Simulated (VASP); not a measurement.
# ZnO (P4_2/mnm) in VASP: notebook, part 2 of 3

VASP 6.6.1.

## Step 4: Single point, PBE (12.51 Å³/atom)

This run uses another cell than the first one, of 12.51 Å³/atom.

INCAR reads:

```
PREC     = Accurate       # precision mode
ENCUT    = 520            # plane-wave cutoff, eV
EDIFF    = 1E-6           # SCF threshold, eV
ISMEAR   = 0              # smearing method
SIGMA    = 0.02           # smearing width, eV
LREAL    = False          # projectors in reciprocal space
LASPH    = True           # aspherical terms in the spheres
NELM     = 80             # most SCF steps
ALGO     = Normal         # electronic algorithm
ISIF     = 2              # what is computed and relaxed
LWAVE    = False          # write WAVECAR
LCHARG   = False          # write CHGCAR
GGA      = PE             # functional
NBANDS   = 46             # bands
```

KPOINTS reads:

```
Automatic mesh
0
Gamma
  6 6 8
```

POSCAR reads:

```
ZnO
1.0
    5.5319458816      0.0000000000      0.0000000000
    0.0000000000      5.5319458816      0.0000000000
    0.0000000000      0.0000000000      3.2691794539
Zn O
4 4
Direct
    0.1826309485      0.1826309485      0.5000000000
    0.8173690515      0.8173690515      0.5000000000
    0.6826309485      0.3173690515      0.0000000000
    0.3173690515      0.6826309485      0.0000000000
    0.8176587390      0.1823412610      0.5000000000
    0.1823412610      0.8176587390      0.5000000000
    0.6823412610      0.6823412610      0.0000000000
    0.3176587390      0.3176587390      0.0000000000
```

Potentials or basis: VASP PAW PBE potentials, release 64 (Zn, O).

Started as:

```sh
> cat potpaw_PBE.64/Zn/POTCAR potpaw_PBE.64/O/POTCAR > POTCAR
> mpirun -np 1 vasp_std > vasp.out
```

OUTCAR:

```text
PREC = Accurate
   ENCUT = 520
   EDIFF = 1E-6
   ISMEAR = 0
   LREAL = False
   LASPH = True
   NELM = 80
   ISIF = 2
   GGA = PE

 ion  position               nearest neighbor table
   1  0.183  0.183  0.500-   8 1.95   8 1.95   5 2.02   6 2.02   2 2.86
   2  0.817  0.817  0.500-   7 1.95   7 1.95   5 2.02   6 2.02   1 2.86
   3  0.683  0.317  0.000-   5 1.95   5 1.95   8 2.02   7 2.02   4 2.86
[... 1395 lines left out ...]
  -------------------------------------------------------------------------------------
  Total        2.9066014      2.9066014      3.0619745      0.0000000      0.0000000      0.0000000
  in kB       46.5480456     46.5480456     49.0362828      0.0000000      0.0000000      0.0000000
  external PRESSURE =      47.3774580 kB  Pullay stress =       0.0000000 kB

 VOLUME and BASIS-vectors are now :
 -----------------------------------------------------------------------------
  energy-cutoff  :      520.00
  volume of cell :      100.04
      direct lattice vectors                 reciprocal lattice vectors
     5.531945882  0.000000000  0.000000000     0.180768218  0.000000000  0.000000000
     0.000000000  5.531945882  0.000000000     0.000000000  0.180768218  0.000000000
     0.000000000  0.000000000  3.269179454     0.000000000  0.000000000  0.305887154

 POSITION                                       TOTAL-FORCE (eV/Angst)
 -----------------------------------------------------------------------------------
      1.01030      1.01030      1.63459        -0.001204     -0.001204      0.000000
      4.52164      4.52164      1.63459         0.001204      0.001204     -0.000000
      3.77628      1.75567      0.00000        -0.001204      0.001204     -0.000000
      1.75567      3.77628      0.00000         0.001204     -0.001204      0.000000
      4.52324      1.00870      1.63459        -0.005288      0.005288      0.000000
      1.00870      4.52324      1.63459         0.005288     -0.005288     -0.000000
      3.77467      3.77467      0.00000         0.005288      0.005288      0.000000
      1.75727      1.75727      0.00000        -0.005288     -0.005288     -0.000000
 -----------------------------------------------------------------------------------
    total drift:                                0.000000      0.000000      0.000000

  FREE ENERGIE OF THE ION-ELECTRON SYSTEM (eV)
  ---------------------------------------------------
  free  energy   TOTEN  =       -35.4813835213 eV

  energy  without entropy=      -35.4813835213  energy(sigma->0) =      -35.48138352
```

stdout:

```text
POSCAR found type information on POSCAR ZnO
 POSCAR found :  2 types and       8 ions
 scaLAPACK will be used
 LDA part: xc-table for (Slater+PW92), standard interpolation
 POSCAR, INCAR and KPOINTS ok, starting setup
 FFT: planning ... GRIDC
 FFT: planning ... GRID_SOFT
 FFT: planning ... GRID
 WAVECAR not read
 entering main loop
```

Run time: 7.8 min. Hardware: 1 thread of AMD EPYC 7R13, shared host; peak memory 0.28 GiB.

What came out:

| Property | Result |
| --- | --- |
| Free energy | -35.4814 eV |
| Pressure | 4.7 GPa |
| Largest force | 0.007 eV/Å |
| Band gap on the k mesh | 0.79 eV |

Forces on the atoms (eV/Å):
```
Zn  -0.001 -0.001  0.000
Zn   0.001  0.001  0.000
Zn  -0.001  0.001  0.000
Zn   0.001 -0.001  0.000
O   -0.005  0.005  0.000
O    0.005 -0.005  0.000
O    0.005  0.005  0.000
O   -0.005 -0.005  0.000
```

Levels at points of the mesh, in eV from the valence-band top:
```csv
k point,band 32,band 33,band 34,band 35,band 36,band 37,band 38,band 39,band 40,band 41
"(0.00, 0.00, 0.00)",-0.87,-0.46,-0.17,-0.17,0.00,0.79,5.23,5.23,6.89,7.33
"(0.50, 0.00, 0.00)",-1.57,-0.47,-0.47,-0.42,-0.42,3.20,3.20,6.09,6.09,8.18
"(0.50, 0.50, 0.00)",-1.11,-0.86,-0.86,-0.73,-0.73,4.27,4.27,4.65,4.65,8.58
"(0.00, 0.00, 0.50)",-1.80,-1.76,-1.76,-1.30,-1.30,5.82,5.82,8.03,8.03,8.20
"(0.50, 0.00, 0.50)",-1.84,-1.54,-1.54,-1.03,-1.03,5.92,5.92,6.78,6.78,7.82
"(0.50, 0.50, 0.50)",-1.38,-1.34,-1.34,-1.30,-1.30,5.53,5.53,5.97,5.97,7.87
```

Caveat: the cell stands under pressure; semilocal functionals underestimate gaps, and a narrow one can read as zero.

## Step 5: Single point, PBE

This run uses another cell than the first one, of 12.89 Å³/atom.

INCAR reads:

```
ALGO     = Normal         # electronic algorithm
EDIFF    = 1E-6           # SCF threshold, eV
ENCUT    = 520            # plane-wave cutoff, eV
GGA      = PE             # functional
ISIF     = 2              # what is computed and relaxed
ISMEAR   = 0              # smearing method
LASPH    = True           # aspherical terms in the spheres
LCHARG   = False          # write CHGCAR
LREAL    = False          # projectors in reciprocal space
LWAVE    = False          # write WAVECAR
NBANDS   = 46             # bands
NELM     = 60             # most SCF steps
PREC     = Accurate       # precision mode
SIGMA    = 0.02           # smearing width, eV
```

KPOINTS reads:

```
k-points
0
Gamma
  6 6 8
```

POSCAR reads:

```
ZnO
1.0
    5.6076240013      0.0000000000      0.0000000000
    0.0000000000      5.6076240013      0.0000000000
    0.0000000000      0.0000000000      3.2799339664
Zn O
4 4
Direct
    0.1817697571      0.1817697571      0.5000000000
    0.8182302429      0.8182302429      0.5000000000
    0.6817697571      0.3182302429      0.0000000000
    0.3182302429      0.6817697571      0.0000000000
    0.8183892359      0.1816107641      0.5000000000
    0.1816107641      0.8183892359      0.5000000000
    0.6816107641      0.6816107641      0.0000000000
    0.3183892359      0.3183892359      0.0000000000
```

Potentials or basis: VASP PAW PBE potentials, release 64 (Zn, O).

Started as:

```sh
> cat potpaw_PBE.64/Zn/POTCAR potpaw_PBE.64/O/POTCAR > POTCAR
> mpirun -np 1 vasp_std > vasp.out
```

OUTCAR:

```text
EDIFF = 1E-6
   ENCUT = 520
   GGA = PE
   ISIF = 2
   ISMEAR = 0
   LASPH = True
   LREAL = False
   NELM = 60
   PREC = Accurate

 ion  position               nearest neighbor table
   1  0.182  0.182  0.500-   8 1.97   8 1.97   5 2.04   6 2.04   2 2.88
   2  0.818  0.818  0.500-   7 1.97   7 1.97   5 2.04   6 2.04   1 2.88
   3  0.682  0.318  0.000-   5 1.97   5 1.97   8 2.04   7 2.04   4 2.88
   4  0.318  0.682  0.000-   6 1.97   6 1.97   8 2.04   7 2.04   3 2.88
   5  0.818  0.182  0.500-   3 1.97   3 1.97   1 2.04   2 2.04
   6  0.182  0.818  0.500-   4 1.97   4 1.97   1 2.04   2 2.04
   7  0.682  0.682  0.000-   2 1.97   2 1.97   4 2.04   3 2.04
   8  0.318  0.318  0.000-   1 1.97   1 1.97   4 2.04   3 2.04

  LATTYP: Found a simple tetragonal cell.
 ALAT       =     5.6076240013
 C/A-ratio  =     0.5849061859

  Lattice vectors:

 A1 = (   5.6076240013,   0.0000000000,   0.0000000000)
 A2 = (   0.0000000000,   5.6076240013,   0.0000000000)
 A3 = (   0.0000000000,   0.0000000000,   3.2799339664)

[... 192 lines left out ...]
 cond. band min:       1.4219871056   @ k =   0.0000   0.0000   0.0000
 fundamental gap:      0.7450459047
 Fermi energy:         0.8106911099

 k-point     1 :       0.0000    0.0000    0.0000
  band No.  band energies     occupation
      1     -17.1590      2.00000
      2     -16.5013      2.00000
      3     -16.5013      2.00000
      4     -16.4254      2.00000
      5      -5.4097      2.00000
      6      -5.2279      2.00000
[... 1165 lines left out ...]
     45      10.1581      0.00000
     46      10.1581      0.00000

 [... further k-points ...]

------------------------ aborting loop because EDIFF is reached ----------------------------------------

  FORCE on cell =-STRESS in cart. coord.  units (eV):
  Direction    XX          YY          ZZ          XY          YZ          ZX
  --------------------------------------------------------------------------------------
  -------------------------------------------------------------------------------------
  Total        0.4740468      0.4740468      0.6349140     -0.0000000      0.0000000      0.0000000
  in kB        7.3639182      7.3639182      9.8628544     -0.0000000      0.0000000      0.0000000
  external PRESSURE =       8.1968969 kB  Pullay stress =       0.0000000 kB

 VOLUME and BASIS-vectors are now :
 -----------------------------------------------------------------------------
  energy-cutoff  :      520.00
  volume of cell :      103.14
      direct lattice vectors                 reciprocal lattice vectors
     5.607624001  0.000000000  0.000000000     0.178328647  0.000000000  0.000000000
     0.000000000  5.607624001  0.000000000     0.000000000  0.178328647  0.000000000
     0.000000000  0.000000000  3.279933966     0.000000000  0.000000000  0.304884187

 POSITION                                       TOTAL-FORCE (eV/Angst)
 -----------------------------------------------------------------------------------
      1.01930      1.01930      1.63997        -0.008122     -0.008122      0.000000
      4.58833      4.58833      1.63997         0.008122      0.008122      0.000000
      3.82311      1.78452      0.00000        -0.008122      0.008122      0.000000
      1.78452      3.82311      0.00000         0.008122     -0.008122      0.000000
      4.58922      1.01840      1.63997         0.006280     -0.006280      0.000000
      1.01840      4.58922      1.63997        -0.006280      0.006280      0.000000
      3.82222      3.82222      0.00000        -0.006280     -0.006280      0.000000
      1.78541      1.78541      0.00000         0.006280      0.006280     -0.000000
 -----------------------------------------------------------------------------------
    total drift:                               -0.000000     -0.000000      0.000000

  FREE ENERGIE OF THE ION-ELECTRON SYSTEM (eV)
  ---------------------------------------------------
  free  energy   TOTEN  =       -35.5373043016 eV

  energy  without entropy=      -35.5373043016  energy(sigma->0) =      -35.53730430
```

OSZICAR:

```text
N       E                     dE             d eps       ncg     rms          rms(c)
DAV:   1     0.756775926014E+03    0.75678E+03   -0.34874E+04  4616   0.222E+03
DAV:   2     0.792980032317E+02   -0.67748E+03   -0.64157E+03  4664   0.524E+02
DAV:   3    -0.362246823278E+02   -0.11552E+03   -0.11294E+03  5014   0.197E+02
DAV:   4    -0.421443194995E+02   -0.59196E+01   -0.58800E+01  5366   0.475E+01
DAV:   5    -0.421981796941E+02   -0.53860E-01   -0.53846E-01  4886   0.478E+00    0.201E+01
DAV:   6    -0.351635791567E+02    0.70346E+01   -0.20085E+01  7482   0.716E+01    0.119E+01
DAV:   7    -0.356205060451E+02   -0.45693E+00   -0.64193E+00  4782   0.196E+01    0.732E+00
DAV:   8    -0.356844396808E+02   -0.63934E-01   -0.17458E+00  6330   0.972E+00    0.277E+00
DAV:   9    -0.355277905011E+02    0.15665E+00   -0.40614E-01  6916   0.867E+00    0.552E-01
DAV:  10    -0.355371502164E+02   -0.93597E-02   -0.14423E-01  4816   0.206E+00    0.226E-01
DAV:  11    -0.355372324704E+02   -0.82254E-04   -0.27760E-03  5424   0.616E-01    0.862E-02
DAV:  12    -0.355372690659E+02   -0.36595E-04   -0.74406E-04  5836   0.534E-01    0.256E-02
DAV:  13    -0.355373376422E+02   -0.68576E-04   -0.19929E-04  5848   0.132E-01    0.526E-02
DAV:  14    -0.355373069243E+02    0.30718E-04   -0.76470E-05  5324   0.692E-02    0.170E-02
DAV:  15    -0.355373042641E+02    0.26601E-05   -0.38928E-05  5352   0.432E-02    0.353E-03
DAV:  16    -0.355373043016E+02   -0.37446E-07   -0.19251E-06  3140   0.164E-02
   1 F= -.35537304E+02 E0= -.35537304E+02  d E =-.148008E-23
```

Run time: 2.8 min. Hardware: 1 thread of Intel Xeon Platinum 8488C (Sapphire Rapids), shared host; peak memory 0.31 GiB.

Results:

| Property | Result |
| --- | --- |
| Free energy | -35.5373 eV |
| Pressure | 0.8 GPa |
| Largest force | 0.011 eV/Å |
| Band gap on the k mesh | 0.75 eV |

Forces in eV/Å, atoms in the order of the input:
```
Zn  -0.008 -0.008  0.000
Zn   0.008  0.008  0.000
Zn  -0.008  0.008  0.000
Zn   0.008 -0.008  0.000
O    0.006 -0.006  0.000
O   -0.006  0.006  0.000
O   -0.006 -0.006  0.000
O    0.006  0.006  0.000
```

Stress tensor (GPa, compression positive):
```
0.74 0.00 0.00
0.00 0.74 0.00
0.00 0.00 0.99
```

Levels at points of the mesh, in eV from the valence-band top:
| k point | band 33 | band 34 | band 35 | band 36 | band 37 | band 38 | band 39 | band 40 |
| --- | --- | --- | --- | --- | --- | --- | --- | --- |
| (0.00, 0.00, 0.00) | -0.43 | -0.18 | -0.18 | 0.00 | 0.75 | 5.12 | 5.12 | 6.91 |
| (0.50, 0.00, 0.00) | -0.49 | -0.49 | -0.40 | -0.40 | 3.12 | 3.12 | 6.01 | 6.01 |
| (0.50, 0.50, 0.00) | -0.81 | -0.81 | -0.75 | -0.75 | 4.17 | 4.17 | 4.60 | 4.60 |
| (0.00, 0.00, 0.50) | -1.69 | -1.69 | -1.27 | -1.27 | 5.72 | 5.72 | 7.91 | 7.91 |
| (0.50, 0.00, 0.50) | -1.48 | -1.48 | -1.01 | -1.01 | 5.80 | 5.80 | 6.74 | 6.74 |
| (0.50, 0.50, 0.50) | -1.31 | -1.31 | -1.26 | -1.26 | 5.54 | 5.54 | 5.82 | 5.82 |

Caveat: semilocal functionals underestimate gaps, and a narrow one can read as zero.

[end of part 2 of 3]
